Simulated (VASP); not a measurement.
A run of VASP 6.6.1 is set up as follows.

File INCAR:

```
PREC = Accurate
ENCUT = 520
EDIFF = 1E-7
ISMEAR = 0
SIGMA = 0.1
LREAL = F
LASPH = T
NELM = 100
ALGO = Normal
ISIF = 2
LWAVE = F
LCHARG = F
GGA = PE
NBANDS = 66
```

File KPOINTS:

```
Automatic mesh
0
Gamma
  4 4 4
```

The input POSCAR:

```
Cd3TeO2
1.0
    6.7043831300      0.0000000000      0.0000000000
    0.0000000000      6.7043831300      0.0000000000
    0.0000000000      0.0000000000      6.7043831300
Cd Te O
6 2 4
Direct
    0.0000000000      0.5000000000      0.5000000000
    0.5000000000      0.0000000000      0.5000000000
    0.5000000000      0.5000000000      0.0000000000
    0.0000000000      0.5000000000      0.0000000000
    0.5000000000      0.0000000000      0.0000000000
    0.0000000000      0.0000000000      0.5000000000
    0.0000000000      0.0000000000      0.0000000000
    0.5000000000      0.5000000000      0.5000000000
    0.2500000000      0.2500000000      0.2500000000
    0.7500000000      0.7500000000      0.2500000000
    0.7500000000      0.2500000000      0.7500000000
    0.2500000000      0.7500000000      0.7500000000
```

Potentials or basis: VASP PAW PBE potentials, release 64 (Cd, Te, O).

The run is started by

```console
$ cat potpaw_PBE.64/Cd/POTCAR potpaw_PBE.64/Te/POTCAR potpaw_PBE.64/O/POTCAR > POTCAR
$ mpirun -np 1 vasp_std > vasp.out
```

(1) Estimate the band gap on the k mesh.

(2) Predict the pressure.

Answers

(1) zero (bands 54 and 55 overlap by 0.16 eV).

(2) -8.7 GPa.

Caveat: the cell stands under tension; semilocal functionals underestimate gaps, so a narrow gap can read as zero; spin-orbit coupling is left out, which moves the levels of the heavy elements.
